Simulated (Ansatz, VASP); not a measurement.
Al3Ni5 in VASP and in Ansatz

```
CELL_PARAMETERS angstrom
3.21100 -3.59964 0.00000
3.21100 3.59964 0.00000
0.00000 0.00000 3.53434
ATOMIC_POSITIONS crystal
Al 0.50000 0.50000 0.00000
Al 0.77969 0.22031 0.50000
Al 0.22031 0.77969 0.50000
Ni 0.00000 0.00000 0.00000
Ni 0.00000 0.50000 0.00000
Ni 0.50000 0.00000 0.00000
Ni 0.27624 0.27624 0.50000
Ni 0.72376 0.72376 0.50000
```

Change from the starting cell: strain -0.025 along x and y, -0.050 along z, atoms carried along.

Alike in both runs: task single point; functional PBEsol; k mesh 8 × 8 × 10; occupations gaussian, width 0.15 eV; no spin polarisation.

```csv
,VASP,Ansatz
version,VASP 6.6.1,Ansatz 0.2.0
potentials or method,"VASP PAW PBE potentials, release 64 (Al, Ni), cutoff 520 eV","scalar-relativistic, plane waves, PAW"
valence electrons in the cell,59,99
```

VASP gave:

* gap on the k mesh at the Fermi level (eV): none
* pressure (GPa): 24.1
* traceless stress, the component that is largest in VASP (GPa): 3.73
* rms of the force components (eV/Å): 0.059

Task: Which values does Ansatz return?

Result: gap on the k mesh at the Fermi level (eV): none; pressure (GPa): 24.0; traceless stress, the component that is largest in VASP (GPa): 3.63; rms of the force components (eV/Å): 0.061.

VASP's potentials were made for PBE, not for PBEsol. Atom by atom the forces differ by 0.006 eV/Å (rms over components). A gap of «none» marks a metal or a gap that the smearing closes. VASP's potentials hold 59 valence electrons a cell and Ansatz's 99, so a difference there can come from the potentials and not from the codes.
